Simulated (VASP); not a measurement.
Set up this calculation in VASP 6.6.1, as the native input.

| Property | Result |
| --- | --- |
| Task | single point |
| Functional | r2SCAN |
| Potentials or basis | VASP PAW PBE potentials, release 64 (Cu_sv_GW, O) |
| Cutoff | 770 eV |
| k mesh | 9 × 9 × 5 |
| Occupations | fermi-dirac, width 0.05 eV |
| Spin | no spin polarisation |
| Hubbard terms | Cu d U = 5.3 eV |
| Dipole correction | no |
| Further INCAR settings | ALGO = Normal; EDIFF = 1e-06; NBANDS = 33 |

CuO:

```
CELL_PARAMETERS angstrom
3.28802 0.00000 0.00000
-1.64401 2.84751 0.00000
0.00000 0.00000 5.38502
ATOMIC_POSITIONS crystal
Cu 0.66667 0.33333 0.00000
Cu 0.33333 0.66667 0.50000
O 0.66667 0.33333 0.62520
O 0.33333 0.66667 0.12520
```

These files were run (other wordings do the same):

POSCAR

```
CuO
1.0
    3.2880244300      0.0000000000      0.0000000000
   -1.6440122100      2.8475126800      0.0000000000
    0.0000000000      0.0000000000      5.3850248600
Cu O
2 2
Direct
    0.6666666667      0.3333333333      0.0000000000
    0.3333333333      0.6666666667      0.5000000000
    0.6666666667      0.3333333333      0.6252000000
    0.3333333333      0.6666666667      0.1252000000
```

INCAR.step1

```
ALGO = Normal
EDIFF = 1E-5
ENCUT = 770
GGA = PE
GGA_COMPAT = False
ISMEAR = -1
LASPH = True
LCHARG = False
LDAU = True
LDAUJ = 0 0
LDAUL = 2 -1
LDAUTYPE = 2
LDAUU = 5.3 0
LMAXMIX = 4
LREAL = False
LWAVE = True
NBANDS = 33
NELM = 200
PREC = Accurate
SIGMA = 0.05
```

INCAR.step2

```
ALGO = Normal
EDIFF = 1E-6
ENCUT = 770
GGA_COMPAT = False
ISIF = 2
ISMEAR = -1
ISTART = 1
LASPH = True
LCHARG = True
LDAU = True
LDAUJ = 0 0
LDAUL = 2 -1
LDAUPRINT = 1
LDAUTYPE = 2
LDAUU = 5.3 0
LELF = True
LMAXMIX = 4
LMIXTAU = True
LREAL = False
LVHAR = True
LWAVE = False
METAGGA = R2SCAN
NBANDS = 33
NELM = 200
PREC = Accurate
SIGMA = 0.05
```

KPOINTS

```
k-points
0
Gamma
  9 9 5
```

Potentials or basis: VASP PAW PBE potentials, release 64 (Cu_sv_GW, O).

Launch:

```sh
$ cat potpaw_PBE.64/Cu_sv_GW/POTCAR potpaw_PBE.64/O/POTCAR > POTCAR
$ cp INCAR.step1 INCAR
$ mpirun -np 1 vasp_std > vasp.out
$ cp INCAR.step2 INCAR
$ mpirun -np 1 vasp_std > vasp.out
```

Results of the run:

```json
{"Pressure": "-15.6 GPa", "Largest force": "0.004 eV/Å", "Band gap on the k mesh": "zero (bands 25 and 26 overlap by 1.51 eV)"}
```

Caveat: the cell stands under tension; the PAW data sets were made with another functional, which shifts forces and pressure a little; U without spin polarisation on a metal has little footing.

Run time: 4.2 min on 1 thread of Intel(R) Xeon(R) 6975P-C (Granite Rapids), on a shared host, peak memory 0.28 GiB.
